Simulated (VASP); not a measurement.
Input of a VASP 6.6.1 run:

File INCAR:

```
ALGO = Normal ; EDIFF = 1E-7
ENCUT = 520 ; GGA = PE
ISIF = 2 ; ISMEAR = 1
LASPH = True ; LCHARG = True
LELF = True ; LREAL = False
LVHAR = True ; LWAVE = False
NBANDS = 15 ; NELM = 80
PREC = Accurate ; SIGMA = 0.1
```

The input KPOINTS:

```
k-points
0
Gamma
  13 13 10
```

POSCAR

```
HfB2
1.0
    3.1400000000      0.0392500000      0.0000000000
   -1.5360085000      2.6996950000      0.0000000000
    0.0000000000      0.0000000000      3.4800000000
Hf B
1 2
Direct
    0.0000000000      0.0000000000      0.0000000000
    0.3333333333      0.6666666667      0.5000000000
    0.6666666667      0.3333333333      0.5000000000
```

Potentials or basis: VASP PAW PBE potentials, release 64 (Hf_pv, B).

Run with:

```sh
$ cat potpaw_PBE.64/Hf_pv/POTCAR potpaw_PBE.64/B/POTCAR > POTCAR
$ mpirun -np 1 vasp_std > vasp.out
```

Problem. Predict the pressure.

Solution. 1.1 GPa.

Problem. Predict the band gap on the k mesh.

Solution. Zero (band 8 reaches 8.40 eV, above the bottom of band 9 at 7.29 eV).

Problem. Predict the largest force.

Solution. 0.031 eV/Å.

Stress tensor (GPa, compression positive):
```
 1.00 -6.75  0.00
-6.75  1.12  0.00
 0.00  0.00  1.31
```

Caveat: spin-orbit coupling is left out, which moves the levels of the heavy elements.
